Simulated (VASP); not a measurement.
# SnS2 (P-3m1) in VASP: notebook

Aim: see how the results for SnS2 move with the level of theory and the settings. Levels: HSE06, r2SCAN. Tasks: single point.

All numbers are computed with VASP 6.6.1; they aren't measurements. Logs are shortened: lines on timing, memory, paths and dates and some standing lists are left out, and cuts for length are marked.

### Step 1. The cell of the first run

Symmetry: P-3m1, No. 164, trigonal system. Conventional cell: a = 3.514 Å, b = 3.514 Å, c = 5.723 Å, α = 90.00°, β = 90.00°, γ = 120.00°. Within 3.3 Å of Sn (site symmetry -3m) lie 6 S at 2.52 Å. S (site symmetry 3m) has 3 Sn at 2.52 Å and 12 S at 3.39 to 3.62 Å within 3.7 Å.

### Step 2. Single point, HSE06 (strain -4.0%)

Contents of POSCAR:

```
SnS2
1.0
    3.5143246143      0.0000000000      0.0000000000
   -1.7571623071      3.0434943931      0.0000000000
    0.0000000000      0.0000000000      5.7233096226
Sn S
1 2
Direct
    0.0000000000      0.0000000000      0.0000000000
    0.3333333333      0.6666666667      0.2622597457
    0.6666666667      0.3333333333      0.7377402543
```

Contents of INCAR.step1:

```
SYSTEM = SnS2
ALGO = Normal
EDIFF = 1E-5
ENCUT = 400
GGA = PE
GGA_COMPAT = .FALSE.
ISIF = 2
ISMEAR = 0
LASPH = .TRUE.
LCHARG = .FALSE.
LREAL = .FALSE.
LWAVE = .TRUE.
NBANDS = 20
NELM = 120
PREC = Accurate
SIGMA = 0.01
```

Contents of INCAR.step2:

```
SYSTEM = SnS2
ALGO = Normal
EDIFF = 1E-6
ENCUT = 400
GGA = PE
GGA_COMPAT = .FALSE.
HFSCREEN = 0.2079
ISIF = 2
ISMEAR = 0
ISTART = 1
LASPH = .TRUE.
LCHARG = .FALSE.
LHFCALC = .TRUE.
LREAL = .FALSE.
LWAVE = .FALSE.
NBANDS = 20
NELM = 120
PREC = Accurate
PRECFOCK = Normal
SIGMA = 0.01
```

Contents of KPOINTS:

```
k-points
0
G
  6 6 4
  0 0 0
```

Potentials or basis: VASP PAW PBE potentials, release 64 (Sn_d, S).

On the command line:

```sh
> cat potpaw_PBE.64/Sn_d/POTCAR potpaw_PBE.64/S/POTCAR > POTCAR
> cp INCAR.step1 INCAR
> mpirun -np 1 vasp_std > vasp.out
> cp INCAR.step2 INCAR
> mpirun -np 1 vasp_std > vasp.out
```

OUTCAR:

```text
SYSTEM = SnS2
   EDIFF = 1E-6
   ENCUT = 400
   GGA = PE
   HFSCREEN = 0.2079
   ISIF = 2
   ISMEAR = 0
   ISTART = 1
   LASPH = .TRUE.
   LHFCALC = .TRUE.
   LREAL = .FALSE.
   NELM = 120
   PREC = Accurate
   PRECFOCK = Normal

 ion  position               nearest neighbor table
   1  0.000  0.000  0.000-   2 2.52   3 2.52   2 2.52   3 2.52   3 2.52   2 2.52
   2  0.333  0.667  0.262-   1 2.52   1 2.52   1 2.52
   3  0.667  0.333  0.738-   1 2.52   1 2.52   1 2.52

  LATTYP: Found a hexagonal cell.
 ALAT       =     3.5143246143
 C/A-ratio  =     1.6285660122

  Lattice vectors:

 A1 = (   3.5143246143,   0.0000000000,   0.0000000000)
 A2 = (  -1.7571623071,   3.0434943931,   0.0000000000)
 A3 = (   0.0000000000,   0.0000000000,   5.7233096226)

Analysis of symmetry for initial positions (statically):
=====================================================================
 Subroutine PRICEL returns:
 Original cell was already a primitive cell.

 Routine SETGRP: Setting up the symmetry group for a
 hexagonal supercell.

 Subroutine GETGRP returns: Found 12 space group operations
 (whereof 12 operations were pure point group operations)
 out of a pool of 24 trial point group operations.

The static configuration has the point symmetry D_3d.

Analysis of symmetry for dynamics (positions and initial velocities):
=====================================================================
 Subroutine PRICEL returns:
 Original cell was already a primitive cell.

 Routine SETGRP: Setting up the symmetry group for a
 hexagonal supercell.

 Subroutine GETGRP returns: Found 12 space group operations
 (whereof 12 operations were pure point group operations)
 out of a pool of 24 trial point group operations.

The dynamic configuration has the point symmetry D_3d.

 Subroutine INISYM returns: Found 12 space group operations
 (whereof 12 operations are pure point group operations),
 and found     1 'primitive' translations

----------------------------------------------------------------------------------------

                                     Primitive cell

  volume of cell :      61.2155

  direct lattice vectors                    reciprocal lattice vectors
     3.514324614  0.000000000  0.000000000     0.284549696  0.164284843  0.000000000
    -1.757162307  3.043494393  0.000000000     0.000000000  0.328569687  0.000000000
     0.000000000  0.000000000  5.723309623     0.000000000  0.000000000  0.174724079

  length of vectors
     3.514324614  3.514324614  5.723309623     0.328569687  0.328569687  0.174724079

  position of ions in fractional coordinates (direct lattice)
     0.000000000  0.000000000  0.000000000
     0.333333333  0.666666667  0.262259746
     0.666666667  0.333333333  0.737740254

  ion indices of the primitive-cell ions
   primitive index   ion index
                 1           1
                 2           2
                 3           3

----------------------------------------------------------------------------------------

 KPOINTS: k-points

Automatic generation of k-mesh.
 Grid dimensions read from file:
 generate k-points for:    6    6    4

 Generating k-lattice:

  Cartesian coordinates                     Fractional coordinates (reciprocal lattice)
     0.047424949  0.027380807  0.000000000     0.166666667 -0.000000000  0.000000000
     0.000000000  0.054761614  0.000000000     0.000000000  0.166666667  0.000000000
     0.000000000  0.000000000  0.043681020     0.000000000  0.000000000  0.250000000

  Length of vectors
     0.054761614  0.054761614  0.043681020

  Shift w.r.t. Gamma in fractional coordinates (k-lattice)
     0.000000000  0.000000000  0.000000000

 Subroutine IBZKPT returns following result:
 ===========================================

 Found     24 irreducible k-points:

 Following reciprocal coordinates:
            Coordinates               Weight
  0.000000  0.000000  0.000000      1.000000
  0.166667  0.000000  0.000000      6.000000
  0.333333  0.000000  0.000000      6.000000
  0.500000  0.000000  0.000000      3.000000
  0.166667  0.166667  0.000000      6.000000
  0.333333  0.166667  0.000000     12.000000
[... 16 lines left out ...]
  0.333333  0.166667  0.500000     12.000000
  0.333333  0.333333  0.500000      2.000000
   k-points           NKPTS =     24   k-points in BZ     NKDIM =    144   number of bands    NBANDS=     20
   number of dos      NEDOS =    301   number of ions     NIONS =      3
   total plane-waves  NPLWV =  23040
   dimension x,y,z NGX =    24 NGY =   24 NGZ =   40
   dimension x,y,z NGXF=    48 NGYF=   48 NGZF=   80
   ions per type =               1   2
   NGX,Y,Z   is equivalent  to a cutoff of  11.35, 11.35, 11.62 a.u.
   NGXF,Y,Z  is equivalent  to a cutoff of  22.71, 22.71, 23.24 a.u.
 SYSTEM =  SnS2
   PREC   = accura    normal or accurate (medium, high low for compatibility)
   ISTART =      1    job   : 0-new  1-cont  2-samecut
   ICHARG =      0    charge: 1-file 2-atom 10-const
   ISPIN  =      1    spin polarized calculation?
   LNONCOLLINEAR =      F non collinear calculations
   LSORBIT =      F    spin-orbit coupling
   LASPH  =      T    aspherical Exc in radial PAW
   ENCUT  =  400.0 eV  29.40 Ry    5.42 a.u.   5.73  5.73  9.33*2*pi/ulx,y,z
   NELM   =    120;   NELMIN=  2; NELMDL=  0     # of ELM steps
   EDIFF  = 0.1E-05   stopping-criterion for ELM
   LREAL  =      F    real-space projection
   EDIFFG = 0.1E-04   stopping-criterion for IOM
   NSW    =      0    number of steps for IOM
   IBRION =     -1    ionic relax: 0-MD 1-quasi-New 2-CG
   NFREE  =      0    steps in history (QN), initial steepest desc. (CG)
   ISIF   =      2    stress and relaxation
   ISYM   =      3    0-nonsym 1-usesym 2-fastsym
   POTIM  = 0.5000    time-step for ionic-motion
   TEBEG  =    0.0;   TEEND  =   0.0 temperature during run
   PSTRESS=    0.0 pullay stress
   NELECT =      26.0000    total number of electrons
   NUPDOWN=      -1.0000    fix difference up-down
   EMIN   =  10.00;   EMAX   =-10.00  energy-range for DOS
   EFERMI =   0.00;   METHOD = LEGACY
   ISMEAR =     0;   SIGMA  =   0.01  broadening in eV -4-tet -1-fermi 0-gaus
   EFERMI_NEDOS =   21; number of points for ismear=-14 and -15
   IALGO  =     38    algorithm
   IMIX   =      1    mixing-type and parameters
     AMIX     =   0.40;   BMIX     =  1.00
     AMIX_MAG =   1.60;   BMIX_MAG =  1.00
  volume/ion in A,a.u.               =      20.41       137.70
  Fermi-wavevector in a.u.,A,eV,Ry     =   1.230586  2.325471 20.603882  1.514343
  Thomas-Fermi vector in A             =   2.365429
   LORBIT       =      0    0 simple, 1 ext, 2 COOP (PROOUT), +10 PAW based schemes
   GGA     = PE    functional components
   LHFCALC =     T    Hartree Fock is set to
   PRECFOCK=normal    Normal, Fast or Accurate (Low or Medium for compatibility)
   ENCUT4O =  -1.0   cutoff for four orbital integrals eV
   NKREDX  =     1    reduce k-point grid by
   NKREDY  =     1    reduce k-point grid by
   NKREDZ  =     1    reduce k-point grid by
   AEXX    =    0.2500 exact exchange contribution
   HFSCREEN=    0.2079 screening length (either q_TF or 0.3 A-1)
   HFSCREENC=   0.2079 screening length for correlation (either q_TF or 0.3 A-1)
   ENCUTFOCK=  -1.0 apply spherical cutoff to Coloumb kernel
   IVDW    =     0    specifies the selected vdW correction
   LEPSILON=     F    determine dielectric tensor
   LRPA    =     F    only Hartree local field effects (RPA)
 non-spin polarized calculation
 Gauss-broadening in eV      SIGMA  =   0.01
  energy-cutoff  :      400.00
  volume of cell :       61.22
 maximum number of plane-waves:      1128
 NGX is ok and might be reduce to    24
  NGX = 18; NGY = 18; NGZ = 30

 number of electron      26.0000012 magnetization

 Free energy of the ion-electron system (eV)
  ---------------------------------------------------
  ext. energy  EPLUGINS =         0.00000000
  ---------------------------------------------------
  free energy    TOTEN  =       -15.98428810 eV

  energy without entropy =      -15.98428810  energy(sigma->0) =      -15.98428810

 E-fermi :   5.4830     XC(G=0):  -8.4193

 val. band max:        5.3897486455   @ k =   0.1667   0.0000   0.2500
 cond. band min:       7.7468600734   @ k =   0.5000   0.0000   0.2500
 fundamental gap:      2.3571114279
 Fermi energy:         5.4830083235

 k-point     1 :       0.0000    0.0000    0.0000
  band No.  band energies     occupation
      1     -17.6062      2.00000
      2     -17.6062      2.00000
      3     -17.5162      2.00000
      4     -17.4864      2.00000
      5     -17.4864      2.00000
      6     -10.4582      2.00000
[... 12 lines left out ...]
     19      16.3760      0.00000
     20      16.3760      0.00000

 k-point     2 :       0.1667    0.0000    0.0000
  band No.  band energies     occupation
      1     -17.6326      2.00000
      2     -17.5853      2.00000
      3     -17.5064      2.00000
      4     -17.4942      2.00000
      5     -17.4837      2.00000
      6     -10.0792      2.00000
[... 12 lines left out ...]
     19      15.4560      0.00000
     20      16.5857      0.00000

 k-point     3 :       0.3333    0.0000    0.0000
  band No.  band energies     occupation
      1     -17.6934      2.00000
      2     -17.5596      2.00000
      3     -17.5330      2.00000
      4     -17.4615      2.00000
      5     -17.4552      2.00000
      6      -9.0345      2.00000
[... 12 lines left out ...]
     19      16.4754      0.00000
     20      17.4004      0.00000

 k-point     4 :       0.5000    0.0000    0.0000
  band No.  band energies     occupation
      1     -17.7253      2.00000
      2     -17.5555      2.00000
      3     -17.5454      2.00000
      4     -17.4413      2.00000
      5     -17.4349      2.00000
      6      -8.0667      2.00000
[... 429 lines left out ...]
 k-point    23 :       0.3333    0.1667    0.5000
  band No.  band energies     occupation
      1     -17.6936      2.00000
      2     -17.5827      2.00000
      3     -17.5265      2.00000
      4     -17.4662      2.00000
      5     -17.4359      2.00000
      6      -7.9827      2.00000
[... 12 lines left out ...]
     19      15.5868      0.00000
     20      17.4188      0.00000

 k-point    24 :       0.3333    0.3333    0.5000
  band No.  band energies     occupation
      1     -17.6425      2.00000
      2     -17.6425      2.00000
      3     -17.4905      2.00000
      4     -17.4905      2.00000
      5     -17.4408      2.00000
      6      -7.2946      2.00000
[... 12 lines left out ...]
     19      16.6410      0.00000
     20      16.6796      0.00000

------------------------ aborting loop because EDIFF is reached ----------------------------------------

  FORCE on cell =-STRESS in cart. coord.  units (eV):
  Direction    XX          YY          ZZ          XY          YZ          ZX
  --------------------------------------------------------------------------------------
  -------------------------------------------------------------------------------------
  Total        3.4640282      3.4640282      1.1948304      0.0000000     -0.0000000      0.0000000
  in kB       90.6630623     90.6630623     31.2719679      0.0000000     -0.0000000      0.0000000
  external PRESSURE =      70.8660308 kB  Pullay stress =       0.0000000 kB

 VOLUME and BASIS-vectors are now :
 -----------------------------------------------------------------------------
  energy-cutoff  :      400.00
  volume of cell :       61.22
      direct lattice vectors                 reciprocal lattice vectors
     3.514324614  0.000000000  0.000000000     0.284549696  0.164284843  0.000000000
    -1.757162307  3.043494393  0.000000000     0.000000000  0.328569687  0.000000000
     0.000000000  0.000000000  5.723309623     0.000000000  0.000000000  0.174724079

 POSITION                                       TOTAL-FORCE (eV/Angst)
 -----------------------------------------------------------------------------------
      0.00000      0.00000      0.00000        -0.000000      0.000000      0.000000
     -0.00000      2.02900      1.50099         0.000000     -0.000000     -0.253960
      1.75716      1.01450      4.22232         0.000000      0.000000      0.253960
 -----------------------------------------------------------------------------------
    total drift:                                0.000000      0.000000      0.000000

  FREE ENERGIE OF THE ION-ELECTRON SYSTEM (eV)
  ---------------------------------------------------
  free  energy   TOTEN  =       -15.9842881041 eV

  energy  without entropy=      -15.9842881041  energy(sigma->0) =      -15.98428810
```

Run time: 36 min. Hardware: 1 thread of AMD EPYC 9R45 (Zen 5), shared host; peak memory 0.25 GiB.

Results:

```yaml
Free_energy: -15.9843 eV
Pressure: 7.1 GPa
Largest_force: 0.254 eV/Å
Band_gap_on_the_k_mesh: 2.36 eV (least direct gap 2.89 eV)
```

Forces in eV/Å, atoms in the order of the input:
```
Sn   0.000  0.000  0.000
S    0.000  0.000 -0.254
S    0.000  0.000  0.254
```

Stress tensor (GPa, compression positive):
```
9.07 0.00 0.00
0.00 9.07 0.00
0.00 0.00 3.13
```

Caveat: the cell differs from its parent crystal (strain -4.0%); the stress differs along the axes, from 3 to 9 GPa; the PAW data sets were made with another functional, which shifts forces and pressure a little; spin-orbit coupling is left out, which moves the levels of the heavy elements.

(Part 1 of 2 ends here.)
